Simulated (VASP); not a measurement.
Set up this calculation in VASP 6.6.1, as the native input.

| Property | Result |
| --- | --- |
| Task | single point |
| Functional | PBEsol |
| Potentials or basis | VASP PAW PBE potentials, release 64 (Zn, Cu) |
| Cutoff | 520 eV |
| k mesh | 14 × 14 × 14 |
| Occupations | fermi-dirac, width 0.05 eV |
| Spin | no spin polarisation |
| Dipole correction | no |
| Further INCAR settings | ALGO = Normal; EDIFF = 1e-07; NBANDS = 18 |

The structure of ZnCu lies in POSCAR:

```
ZnCu
1.0
    2.9450000000      0.0294500000      0.0294500000
    0.0294500000      2.9450000000      0.0294500000
    0.0294500000      0.0294500000      2.9450000000
Zn Cu
1 1
Direct
    0.5000000000      0.5000000000      0.5000000000
    0.0000000000      0.0000000000      0.0000000000
```

This cell differs from its parent crystal: equal xy, yz and zx shear strains of +2 %.

These files were run (other wordings do the same):

INCAR

```
SYSTEM = ZnCu
PREC = Accurate
ENCUT = 520
EDIFF = 1E-7
ISMEAR = -1
SIGMA = 0.05
LREAL = .FALSE.
LASPH = .TRUE.
NELM = 80
ALGO = Normal
ISIF = 2
LWAVE = .FALSE.
LCHARG = .FALSE.
GGA = PS
NBANDS = 18
```

KPOINTS

```
regular mesh
0
G
  14 14 14
  0 0 0
```

Potentials or basis: VASP PAW PBE potentials, release 64 (Zn, Cu).

The run is started by

```bash
$ cat potpaw_PBE.64/Zn/POTCAR potpaw_PBE.64/Cu/POTCAR > POTCAR
$ mpirun -np 1 vasp_std > vasp.out
```

It gave:

```
Pressure : -3.9 GPa
```

Caveat: the cell differs from its parent crystal (equal xy, yz and zx shear strains of +2 %); the PAW data sets were made with another functional, which shifts forces and pressure a little.

It took 90 s on 1 thread of Intel(R) Xeon(R) Platinum 8375C CPU @ 2.90GHz (Ice Lake) (shared host), peak memory 0.25 GiB.
